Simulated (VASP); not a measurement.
# Ba in VASP: a series of runs

Runs on Ba. Level: PBE. Tasks: single point.

Program: VASP 6.6.1. These are calculated values, not measurements. Logs are shortened: lines on timing, memory, paths and dates and some standing lists are left out, and cuts for length are marked.

**1. The cell of the first run**

The cell holds a wire or tube with vacuum around it, 2 atoms: a = 12.500 Å, b = 9.300 Å, c = 4.142 Å, α = 90.00°, β = 90.00°, γ = 90.00°.

**2. Single point, PBE, collinear spin**

The input, INCAR:

```
PREC = Accurate
ENCUT = 520
EDIFF = 1E-6
ISMEAR = 0
SIGMA = 0.05
LREAL = False
LASPH = True
NELM = 150
ALGO = Normal
ISIF = 2
LWAVE = False
LCHARG = False
ISPIN = 2
MAGMOM = 0.5 0.5
LORBIT = 11
GGA = PE
NBANDS = 21
```

The input, KPOINTS:

```
Automatic mesh
0
Gamma
  1 1 16
```

The input, POSCAR:

```
Ba
1.0
   12.5000000000      0.0000000000      0.0000000000
    0.0000000000      9.3000000000      0.0000000000
    0.0000000000      0.0000000000      4.1416816231
Ba
2
Direct
    0.3593391147      0.5000000000      0.0000000000
    0.6406608853      0.5000000000      0.5000000000
```

Potentials or basis: VASP PAW PBE potentials, release 64 (Ba_sv).

Run with:

```
> cat potpaw_PBE.64/Ba_sv/POTCAR > POTCAR
> mpirun -np 1 vasp_std > vasp.out
```

OUTCAR:

```text
PREC = Accurate
   ENCUT = 520
   EDIFF = 1E-6
   ISMEAR = 0
   LREAL = False
   LASPH = True
   NELM = 150
   ISIF = 2
   ISPIN = 2
   LORBIT = 11
   GGA = PE

 ion  position               nearest neighbor table
   1  0.359  0.500  0.000-   2 4.08   2 4.08
   2  0.641  0.500  0.500-   1 4.08   1 4.08

  LATTYP: Found a simple orthorhombic cell.
 ALAT       =     4.1416816231
 B/A-ratio  =     2.2454647282
 C/A-ratio  =     3.0180977529

  Lattice vectors:

 A1 = (   0.0000000000,   0.0000000000,  -4.1416816231)
 A2 = (   0.0000000000,   9.3000000000,   0.0000000000)
 A3 = (  12.5000000000,   0.0000000000,   0.0000000000)

Analysis of symmetry for initial positions (statically):
=====================================================================
 Subroutine PRICEL returns:
 Original cell was already a primitive cell.

 Routine SETGRP: Setting up the symmetry group for a
 simple orthorhombic supercell.

 Subroutine GETGRP returns: Found  8 space group operations
 (whereof  4 operations were pure point group operations)
 out of a pool of  8 trial point group operations.

The static configuration has the point symmetry C_2v.
 The point group associated with its full space group is D_2h.

Analysis of symmetry for dynamics (positions and initial velocities):
=====================================================================
 Subroutine PRICEL returns:
 Original cell was already a primitive cell.

 Routine SETGRP: Setting up the symmetry group for a
 simple orthorhombic supercell.

 Subroutine GETGRP returns: Found  8 space group operations
 (whereof  4 operations were pure point group operations)
 out of a pool of  8 trial point group operations.

The dynamic configuration has the point symmetry C_2v.
 The point group associated with its full space group is D_2h.

Analysis of structural, dynamic, and magnetic symmetry:
=====================================================================
 Subroutine PRICEL returns:
 Original cell was already a primitive cell.

 Routine SETGRP: Setting up the symmetry group for a
 simple orthorhombic supercell.

 Subroutine GETGRP returns: Found  8 space group operations
 (whereof  4 operations were pure point group operations)
 out of a pool of  8 trial point group operations.

The overall configuration has the point symmetry C_2v.
 The point group associated with its full space group is D_2h.

 Subroutine INISYM returns: Found  8 space group operations
 (whereof  4 operations are pure point group operations),
 and found     1 'primitive' translations

----------------------------------------------------------------------------------------

                                     Primitive cell

  volume of cell :     481.4705

  direct lattice vectors                    reciprocal lattice vectors
    12.500000000  0.000000000  0.000000000     0.080000000  0.000000000  0.000000000
     0.000000000  9.300000000  0.000000000     0.000000000  0.107526882  0.000000000
     0.000000000  0.000000000  4.141681623     0.000000000  0.000000000  0.241447820

  length of vectors
    12.500000000  9.300000000  4.141681623     0.080000000  0.107526882  0.241447820

  position of ions in fractional coordinates (direct lattice)
     0.359339115  0.500000000  0.000000000
     0.640660885  0.500000000  0.500000000

  ion indices of the primitive-cell ions
   primitive index   ion index
                 1           1
                 2           2

----------------------------------------------------------------------------------------

 KPOINTS: Automatic mesh

Automatic generation of k-mesh.
 Grid dimensions read from file:
 generate k-points for:    1    1   16

 Generating k-lattice:

  Cartesian coordinates                     Fractional coordinates (reciprocal lattice)
     0.080000000  0.000000000  0.000000000     1.000000000  0.000000000  0.000000000
     0.000000000  0.107526882  0.000000000     0.000000000  1.000000000  0.000000000
     0.000000000  0.000000000  0.015090489     0.000000000  0.000000000  0.062500000

  Length of vectors
     0.080000000  0.107526882  0.015090489

  Shift w.r.t. Gamma in fractional coordinates (k-lattice)
     0.000000000  0.000000000  0.000000000

 Subroutine IBZKPT returns following result:
 ===========================================

 Found      9 irreducible k-points:

 Following reciprocal coordinates:
            Coordinates               Weight
  0.000000  0.000000  0.000000      1.000000
  0.000000  0.000000  0.062500      2.000000
  0.000000  0.000000  0.125000      2.000000
  0.000000  0.000000  0.187500      2.000000
  0.000000  0.000000  0.250000      2.000000
  0.000000  0.000000  0.312500      2.000000
  0.000000  0.000000  0.375000      2.000000
  0.000000  0.000000  0.437500      2.000000
  0.000000  0.000000  0.500000      1.000000
   k-points           NKPTS =      9   k-points in BZ     NKDIM =      9   number of bands    NBANDS=     21
   number of dos      NEDOS =    301   number of ions     NIONS =      2
   total plane-waves  NPLWV = 215040
   dimension x,y,z NGX =    96 NGY =   70 NGZ =   32
   dimension x,y,z NGXF=   192 NGYF=  140 NGZF=   64
   ions per type =               2
   NGX,Y,Z   is equivalent  to a cutoff of  12.77, 12.51, 12.84 a.u.
   NGXF,Y,Z  is equivalent  to a cutoff of  25.54, 25.03, 25.69 a.u.
 SYSTEM =  unknown system
   PREC   = accura    normal or accurate (medium, high low for compatibility)
   ISTART =      0    job   : 0-new  1-cont  2-samecut
   ICHARG =      2    charge: 1-file 2-atom 10-const
   ISPIN  =      2    spin polarized calculation?
   LNONCOLLINEAR =      F non collinear calculations
   LSORBIT =      F    spin-orbit coupling
   LASPH  =      T    aspherical Exc in radial PAW
   ENCUT  =  520.0 eV  38.22 Ry    6.18 a.u.  23.24 17.29  7.70*2*pi/ulx,y,z
   NELM   =    150;   NELMIN=  2; NELMDL= -5     # of ELM steps
   EDIFF  = 0.1E-05   stopping-criterion for ELM
   LREAL  =      F    real-space projection
   EDIFFG = 0.1E-04   stopping-criterion for IOM
   NSW    =      0    number of steps for IOM
   IBRION =     -1    ionic relax: 0-MD 1-quasi-New 2-CG
   NFREE  =      0    steps in history (QN), initial steepest desc. (CG)
   ISIF   =      2    stress and relaxation
   ISYM   =      2    0-nonsym 1-usesym 2-fastsym
   POTIM  = 0.5000    time-step for ionic-motion
   TEBEG  =    0.0;   TEEND  =   0.0 temperature during run
   PSTRESS=    0.0 pullay stress
   NELECT =      20.0000    total number of electrons
   NUPDOWN=      -1.0000    fix difference up-down
   EMIN   =  10.00;   EMAX   =-10.00  energy-range for DOS
   EFERMI =   0.00;   METHOD = LEGACY
   ISMEAR =     0;   SIGMA  =   0.05  broadening in eV -4-tet -1-fermi 0-gaus
   EFERMI_NEDOS =   21; number of points for ismear=-14 and -15
   IALGO  =     38    algorithm
   IMIX   =      4    mixing-type and parameters
     AMIX     =   0.40;   BMIX     =  1.00
     AMIX_MAG =   1.60;   BMIX_MAG =  1.00
  volume/ion in A,a.u.               =     240.74      1624.56
  Fermi-wavevector in a.u.,A,eV,Ry     =   0.566972  1.071422  4.373691  0.321457
  Thomas-Fermi vector in A             =   1.605590
   LORBIT       =     11    0 simple, 1 ext, 2 COOP (PROOUT), +10 PAW based schemes
   GGA     = PE    functional components
   LHFCALC =     F    Hartree Fock is set to
   AEXX    =    0.0000 exact exchange contribution
   IVDW    =     0    specifies the selected vdW correction
   LEPSILON=     F    determine dielectric tensor
   LRPA    =     F    only Hartree local field effects (RPA)
 spin polarized calculation
 Gauss-broadening in eV      SIGMA  =   0.05
  energy-cutoff  :      520.00
  volume of cell :      481.47
 maximum number of plane-waves:     12977
 NGX is ok and might be reduce to    96
   NGX = 47   NGY = 35   NGZ = 15

 number of electron      20.0000000 magnetization       0.7988628

 Free energy of the ion-electron system (eV)
  ---------------------------------------------------
  ext. energy  EPLUGINS =         0.00000000
  ---------------------------------------------------
  free energy    TOTEN  =        -1.62265687 eV

  energy without entropy =       -1.61364668  energy(sigma->0) =       -1.61815178

 E-fermi :  -1.0178     XC(G=0):  -3.2358

 val. band max:       -1.0448202437   @ k =   0.0000   0.0000   0.4375
 cond. band min:      -0.9888379431   @ k =   0.0000   0.0000   0.3125
 fundamental gap:      0.0559823006
 Fermi energy:        -1.0178369096

 spin component 1

 k-point     1 :       0.0000    0.0000    0.0000
  band No.  band energies     occupation
      1     -30.5854      1.00000
      2     -30.5467      1.00000
      3     -15.9289      1.00000
      4     -15.9190      1.00000
      5     -15.8697      1.00000
      6     -15.5497      1.00000
[... 13 lines left out ...]
     20       1.5844      0.00000
     21       1.6975      0.00000

 k-point     2 :       0.0000    0.0000    0.0625
  band No.  band energies     occupation
      1     -30.5838      1.00000
      2     -30.5459      1.00000
      3     -15.9264      1.00000
      4     -15.9148      1.00000
      5     -15.8682      1.00000
      6     -15.5596      1.00000
[... 13 lines left out ...]
     20       1.5766      0.00000
     21       1.5869      0.00000

 k-point     3 :       0.0000    0.0000    0.1250
  band No.  band energies     occupation
      1     -30.5792      1.00000
      2     -30.5434      1.00000
      3     -15.9190      1.00000
      4     -15.9031      1.00000
      5     -15.8642      1.00000
      6     -15.5954      1.00000
[... 13 lines left out ...]
     20       1.3751      0.00000
     21       1.6072      0.00000
[... 97 lines left out ...]
 k-point     8 :       0.0000    0.0000    0.4375
  band No.  band energies     occupation
      1     -30.5381      1.00000
      2     -30.5304      1.00000
      3     -15.9307      1.00000
      4     -15.9290      1.00000
      5     -15.8540      1.00000
      6     -15.8423      1.00000
[... 13 lines left out ...]
     20       1.4310      0.00000
     21       2.4179      0.00000

 k-point     9 :       0.0000    0.0000    0.5000
  band No.  band energies     occupation
      1     -30.5330      1.00000
      2     -30.5330      1.00000
      3     -15.9435      1.00000
      4     -15.9435      1.00000
      5     -15.8461      1.00000
      6     -15.8461      1.00000
[... 13 lines left out ...]
     20       1.3696      0.00000
     21       2.5765      0.00000
 Fermi energy:        -1.0178369096

 spin component 2

 k-point     1 :       0.0000    0.0000    0.0000
  band No.  band energies     occupation
      1     -30.5329      1.00000
      2     -30.4948      1.00000
      3     -15.8510      1.00000
      4     -15.8458      1.00000
      5     -15.7938      1.00000
      6     -15.4832      1.00000
[... 13 lines left out ...]
     20       1.6950      0.00000
     21       1.9322      0.00000

 k-point     2 :       0.0000    0.0000    0.0625
  band No.  band energies     occupation
      1     -30.5313      1.00000
      2     -30.4939      1.00000
      3     -15.8486      1.00000
      4     -15.8417      1.00000
      5     -15.7924      1.00000
      6     -15.4910      1.00000
[... 13 lines left out ...]
     20       1.6996      0.00000
     21       1.8055      0.00000

 k-point     3 :       0.0000    0.0000    0.1250
  band No.  band energies     occupation
      1     -30.5267      1.00000
      2     -30.4914      1.00000
      3     -15.8415      1.00000
      4     -15.8302      1.00000
      5     -15.7885      1.00000
      6     -15.5199      1.00000
[... 13 lines left out ...]
     20       1.5872      0.00000
     21       1.7224      0.00000
[... 97 lines left out ...]
 k-point     8 :       0.0000    0.0000    0.4375
  band No.  band energies     occupation
      1     -30.4860      1.00000
      2     -30.4785      1.00000
      3     -15.8460      1.00000
      4     -15.8420      1.00000
      5     -15.7791      1.00000
      6     -15.7678      1.00000
[... 13 lines left out ...]
     20       1.5672      0.00000
     21       2.5537      0.00000

 k-point     9 :       0.0000    0.0000    0.5000
  band No.  band energies     occupation
      1     -30.4810      1.00000
      2     -30.4810      1.00000
      3     -15.8572      1.00000
      4     -15.8572      1.00000
      5     -15.7715      1.00000
      6     -15.7715      1.00000
[... 13 lines left out ...]
     20       1.5320      0.00000
     21       2.7153      0.00000

------------------------ aborting loop because EDIFF is reached ----------------------------------------

  FORCE on cell =-STRESS in cart. coord.  units (eV):
  Direction    XX          YY          ZZ          XY          YZ          ZX
  --------------------------------------------------------------------------------------
  -------------------------------------------------------------------------------------
  Total        1.3812439     -0.4254655      1.3768928      0.0000000      0.0000000      0.0000000
  in kB        4.5963308     -1.4158108      4.5818518      0.0000000      0.0000000      0.0000000
  external PRESSURE =       2.5874573 kB  Pullay stress =       0.0000000 kB

 VOLUME and BASIS-vectors are now :
 -----------------------------------------------------------------------------
  energy-cutoff  :      520.00
  volume of cell :      481.47
      direct lattice vectors                 reciprocal lattice vectors
    12.500000000  0.000000000  0.000000000     0.080000000  0.000000000  0.000000000
     0.000000000  9.300000000  0.000000000     0.000000000  0.107526882  0.000000000
     0.000000000  0.000000000  4.141681623     0.000000000  0.000000000  0.241447820

 POSITION                                       TOTAL-FORCE (eV/Angst)
 -----------------------------------------------------------------------------------
      4.49174      4.65000      0.00000        -0.337812      0.000000      0.000000
      8.00826      4.65000      2.07084         0.337812      0.000000      0.000000
 -----------------------------------------------------------------------------------
    total drift:                                0.000000      0.000000      0.000000

  FREE ENERGIE OF THE ION-ELECTRON SYSTEM (eV)
  ---------------------------------------------------
  free  energy   TOTEN  =        -1.6226568705 eV

  energy  without entropy=       -1.6136466826  energy(sigma->0) =       -1.61815178

 total charge

# of ion       s       p       d       tot
------------------------------------------
    1        2.087   5.536   0.289   7.912
    2        2.087   5.536   0.289   7.912
--------------------------------------------------
tot          4.175  11.071   0.579  15.825

 magnetization (x)

# of ion       s       p       d       tot
------------------------------------------
    1        0.006   0.000   0.095   0.102
    2        0.006   0.000   0.095   0.102
--------------------------------------------------
tot          0.013   0.000   0.191   0.204
```

Run time: 6.1 min. Hardware: 1 thread of Oxide Virtual Turin-like, shared host; peak memory 0.67 GiB.

What came out:

```
Free energy                                           : -1.6227 eV
Largest force                                         : 0.338 eV/Å
Net moment                                            : 0.80 μB per cell
Site moments                                          : Ba +0.10 μB
Valence electrons inside the program's atomic spheres : Ba 7.91
```

Forces on the atoms (eV/Å):
```
Ba  -0.338  0.000  0.000
Ba   0.338  0.000  0.000
```

Caveat: spin-orbit coupling is left out, which moves the levels of the heavy elements.

**3. Single point, PBE, collinear spin**

This run uses another cell than the first one.

The input, INCAR:

```
SYSTEM = Ba
PREC = Accurate ; ENCUT = 520
EDIFF = 1E-6 ; ISMEAR = 0
SIGMA = 0.05 ; LREAL = .FALSE.
LASPH = .TRUE. ; NELM = 150
ALGO = Normal ; ISIF = 2
LWAVE = .FALSE. ; LCHARG = .TRUE.
ISPIN = 2 ; MAGMOM = 0.5 0.5
LORBIT = 11 ; GGA = PE
LELF = .TRUE. ; LVHAR = .TRUE.
NBANDS = 21
```

The input, KPOINTS:

```
regular mesh
0
G
  1 1 16
  0 0 0
```

The input, POSCAR:

```
Ba
1.0
   12.5000000000      0.0000000000      0.0000000000
    0.0000000000      9.3000000000      0.0000000000
    0.0000000000      0.0000000000      4.4940806904
Ba
2
Direct
    0.3502271868      0.5000000000      0.0000000000
    0.6497728132      0.5000000000      0.5000000000
```

Potentials or basis: VASP PAW PBE potentials, release 64 (Ba_sv).

Run with:

```
> cat potpaw_PBE.64/Ba_sv/POTCAR > POTCAR
> mpirun -np 1 vasp_std > vasp.out
```

It took 9.3 min on 1 thread of Oxide Virtual Turin-like, shared host; peak memory 0.71 GiB.

Results (log left out):

```yaml
Free_energy: -1.7216 eV
Largest_force: 0.006 eV/Å
Net_moment: 0.00 μB per cell
Valence_electrons_inside_the_program's_atomic_spheres: Ba 7.85
```

Forces in eV/Å, atoms in the order of the input:
```
Ba  -0.006  0.000  0.000
Ba   0.006  0.000  0.000
```

Levels at points of the mesh, in eV from the Fermi level:
Spin up:
```
           k point  band 7  band 8  band 9  band 10  band 11  band 12  band 13  band 14
(0.00, 0.00, 0.00)  -14.91  -14.86   -1.93    -1.01     0.09     0.20     0.40     0.54
(0.00, 0.00, 0.50)  -15.00  -15.00   -0.31    -0.31     0.09     0.09     0.60     0.60
```
Spin down:
```csv
k point,band 7,band 8,band 9,band 10,band 11,band 12,band 13,band 14
"(0.00, 0.00, 0.00)",-14.91,-14.86,-1.93,-1.01,0.09,0.20,0.40,0.54
"(0.00, 0.00, 0.50)",-15.00,-15.00,-0.31,-0.31,0.09,0.09,0.60,0.60
```

Caveat: spin-orbit coupling is left out, which moves the levels of the heavy elements.
